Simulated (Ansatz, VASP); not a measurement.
One calculation of SiGe, two programs

INCAR

```
SYSTEM = SiGe
ALGO = Normal
EDIFF = 1E-6
ENCUT = 520
GGA = PS
ISIF = 2
ISMEAR = 0
LASPH = .True.
LCHARG = .True.
LELF = .True.
LREAL = .False.
LVHAR = .True.
LWAVE = .False.
NBANDS = 26
NELM = 60
PREC = Accurate
SIGMA = 0.03
```

KPOINTS

```
k-points
0
Gamma
  12 12 6
  0 0 0
```

File POSCAR:

```
SiGe
1.0
    3.5885491402      0.0000000000      0.0000000000
   -1.7942745701      3.1077747182      0.0000000000
    0.0000000000      0.0000000000      6.9588642111
Si Ge
2 2
Direct
    0.6666666667      0.3333333333      0.8745463420
    0.3333333333      0.6666666667      0.3745463420
    0.6666666667      0.3333333333      0.5004526580
    0.3333333333      0.6666666667      0.0004526580
```

Input for Ansatz:

```yaml
crystal:
  lattice:
    - [3.5885491402, 0.0, 0.0]
    - [-1.7942745701, 3.1077747182, 0.0]
    - [0.0, 0.0, 6.9588642111]
  atoms:
    - { symbol: Si, position: [0.6666666667, 0.3333333333, 0.874546342] }
    - { symbol: Si, position: [0.3333333333, 0.6666666667, 0.374546342] }
    - { symbol: Ge, position: [0.6666666667, 0.3333333333, 0.500452658] }
    - { symbol: Ge, position: [0.3333333333, 0.6666666667, 0.000452658] }
basis:
  ecutwfc: 420
kpoints:
  mp_grid: { grid: [12, 12, 6] }
hamiltonian:
  xc: pbesol
scf:
  occupations: { method: gaussian, width: 0.03 }
output:
  forces: true
  stress: true
  eigenvalues: true
  write_density: true
  write_potential: true
  elf: true
  volumetric_format: npy
```

Change from the starting cell: strain -0.080 along x and y, +0.080 along z, atoms carried along.

Alike in both runs: task single point; functional PBEsol; k mesh 12 × 12 × 6; occupations gaussian, width 0.03 eV; no spin polarisation.

|  | VASP | Ansatz |
| --- | --- | --- |
| version | VASP 6.6.1 | Ansatz 0.2.0 |
| potentials or method | VASP PAW PBE potentials, release 64 (Si, Ge_d), cutoff 520 eV | scalar-relativistic, plane waves, PAW |
| valence electrons in the cell | 36 | 36 |

|  | VASP | Ansatz | Ansatz less VASP |
| --- | --- | --- | --- |
| gap on the k mesh at the Fermi level (eV) | none | none | - |
| pressure (GPa) | 12.3 | 12.4 | +0.07 |
| traceless stress, the component that is largest in VASP (GPa) | -21.22 | -21.20 | +0.024 |
| rms of the force components (eV/Å) | 0.907 | 0.911 | +0.0044 |

VASP's potentials were made for PBE, not for PBEsol. Atom by atom the forces differ by 0.004 eV/Å (rms over components). A gap of «none» marks a metal or a gap that the smearing closes.
